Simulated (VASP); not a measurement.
Here is a VASP 6.6.1 calculation.

Contents of INCAR:

```
  PREC = Accurate
  ENCUT = 520
  EDIFF = 1E-7
  ISMEAR = 0
  SIGMA = 0.1
  LREAL = F
  LASPH = T
  NELM = 100
  ALGO = Normal
  ISIF = 2
  LWAVE = F
  LCHARG = F
  GGA = PE
  NBANDS = 24
```

File KPOINTS:

```
Automatic mesh
0
Gamma
  6 6 4
```

Contents of POSCAR:

```
K3C
1.0
    5.4913094600      0.0000000000      0.0000000000
   -2.7456547300      4.7556134900      0.0000000000
    0.0000000000      0.0000000000      4.1781263900
K C
3 1
Direct
    0.3333333300      0.6666666700      0.0000000000
    0.0000000000      0.0000000000      0.0000000000
    0.6666666700      0.3333333300      0.0000000000
    0.0000000000      0.0000000000      0.5000000000
```

Potentials or basis: VASP PAW PBE potentials, release 64 (K_sv, C).

Launch:

```sh
$ cat potpaw_PBE.64/K_sv/POTCAR potpaw_PBE.64/C/POTCAR > POTCAR
$ mpirun -np 1 vasp_std > vasp.out
```

Question: What does it give for the pressure?

Answer: 7.9 GPa.

Stress tensor (GPa, compression positive):
```
8.27 0.00 0.00
0.00 8.27 0.00
0.00 0.00 7.11
```

Caveat: the k points lie up to 0.38 Å⁻¹ apart.
